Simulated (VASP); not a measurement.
The system is MgS.

```
Mg S
1.0
     0.00000    2.88749    2.74847
     2.88749    0.00000    2.74847
     2.88749    2.88749    0.00000
Mg S
1 1
Cartesian
  0.0000 0.0000 0.0000
  1.4437 1.4437 1.3742
```

This cell differs from its parent crystal: epitaxial xy strain +2.0%.

Base run:

```yaml
Program: VASP 6.6.1
Functional: PBE
Potentials_or_basis: VASP PAW PBE potentials, release 64 (Mg, S)
Cutoff: 520 eV
k_mesh: 8 × 8 × 8
Occupations: fermi-dirac, width 0.02 eV
Spin: no spin polarisation
```

Its results: band gap on the k mesh 3.32 eV, direct; pressure 0.3 GPa.

Question: The run is repeated on the same cell with these changes: functional from PBE to r2SCAN; occupations from fermi-dirac, width 0.02 eV to gaussian, width 0.01 eV. What comes out?

Answer: Band gap on the k mesh 3.99 eV, direct; pressure -0.9 GPa.

Caveats: the PAW data sets were made with another functional, which shifts forces and pressure a little (some runs).

A k mesh can miss the band edges.
